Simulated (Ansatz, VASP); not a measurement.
# One calculation of Be3TeSe2, two programs

```
CELL_PARAMETERS angstrom
3.65939 0.00000 0.00000
-1.82970 3.16913 0.00000
0.00000 0.00000 10.93835
ATOMIC_POSITIONS crystal
Be 0.00000 0.00000 0.65291
Be 0.33333 0.66667 0.34417
Be 0.66667 0.33333 0.77503
Te 0.00000 0.00000 0.44138
Se 0.33333 0.66667 0.15346
Se 0.00000 0.00000 0.84815
```

Alike in both runs: functional PBE; k mesh 12 × 12 × 4; occupations gaussian, width 0.1 eV; no spin polarisation.

Ansatz relaxed the structure, and its values are those at the end. VASP's run is a single point on that final structure, the one shown.

|  | VASP | Ansatz |
| --- | --- | --- |
| version | VASP 6.6.1 | Ansatz 0.2.0 |
| potentials or method | VASP PAW PBE potentials, release 64 (Be, Te, Se), cutoff 520 eV | scalar-relativistic, plane waves, PAW |
| valence electrons in the cell | 24 | 54 |

```csv
,VASP,Ansatz,Ansatz less VASP
gap on the k mesh at the Fermi level (eV),none,none,-
pressure (GPa),0.1,0.0,-0.13
rms of the force components (eV/Å),0.010,0.001,-0.0090
```

A gap of «none» marks a metal or a gap that the smearing closes. VASP's potentials hold 24 valence electrons a cell and Ansatz's 54, so a difference there can come from the potentials and not from the codes.

Spin-orbit coupling is off throughout.
